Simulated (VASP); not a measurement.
Here is a VASP 6.6.1 calculation.

INCAR

```
ALGO = Normal ; EDIFF = 1E-7
ENCUT = 520 ; GGA = PE
ISIF = 2 ; ISMEAR = -1
LASPH = True ; LCHARG = False
LREAL = False ; LWAVE = False
NBANDS = 15 ; NELM = 60
PREC = Accurate ; SIGMA = 0.05
```

File KPOINTS:

```
k-points
0
Gamma
  8 8 7
```

Contents of POSCAR:

```
PtSe
1.0
    3.6263007515      0.0000000000      0.0000000000
   -1.8131503709      3.1404685752      0.0000000000
    0.0000000000      0.0000000000      3.5390898656
Pt Se
1 1
Direct
    0.0000000000      0.0000000000      0.0000000000
    0.6666666667      0.3333333333      0.5000000000
```

Potentials or basis: VASP PAW PBE potentials, release 64 (Pt, Se).

The run is started by

```sh
$ cat potpaw_PBE.64/Pt/POTCAR potpaw_PBE.64/Se/POTCAR > POTCAR
$ mpirun -np 1 vasp_std > vasp.out
```

(1) Predict the band gap on the k mesh.

(2) What does it give for the pressure?

## Answers

(1) zero (band 8 reaches 7.31 eV, above the bottom of band 9 at 6.36 eV).

(2) -6.9 GPa.

Caveat: spin-orbit coupling is left out, which moves the levels of the heavy elements.
